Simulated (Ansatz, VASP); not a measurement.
Two plane-wave programs on AgO2

```xyz
12
Lattice="5.3827 0.0000 0.0000 0.0000 5.3827 0.0000 0.0000 0.0000 5.3827" Properties=species:S:1:pos:R:3 pbc="T T T"
Ag    2.6913    2.6913    0.0000
Ag    0.0000    2.6913    2.6913
Ag    0.0000    0.0000    0.0000
Ag    2.6913    0.0000    2.6913
O     4.9806    0.4021    3.0934
O     0.4021    4.9806    2.2892
O     3.0934    3.0934    3.0934
O     2.2892    2.2892    2.2892
O     3.0934    4.9806    0.4021
O     2.2892    0.4021    4.9806
O     0.4021    3.0934    4.9806
O     4.9806    2.2892    0.4021
```

Alike in both runs: functional PBE; k mesh 6 × 6 × 6; occupations gaussian, width 0.1 eV; no spin polarisation.

Ansatz relaxed the structure, and its values are those at the end. VASP's run is a single point on that final structure, the one shown.

|  | VASP | Ansatz |
| --- | --- | --- |
| version | VASP 6.6.1 | Ansatz 0.2.0 |
| potentials or method | VASP PAW PBE potentials, release 64 (Ag, O), cutoff 520 eV | scalar-relativistic, plane waves, PAW |
| valence electrons in the cell | 92 | 124 |

```csv
,VASP,Ansatz,Ansatz less VASP
gap on the k mesh at the Fermi level (eV),none,none,-
pressure (GPa),0.2,0.0,-0.23
rms of the force components (eV/Å),0.135,0.004,-0.1317
```

A gap of «none» marks a metal or a gap that the smearing closes. One of these differences is far larger than is usual between the two programs; its cause wasn't traced. VASP's potentials hold 92 valence electrons a cell and Ansatz's 124, so a difference there can come from the potentials and not from the codes.
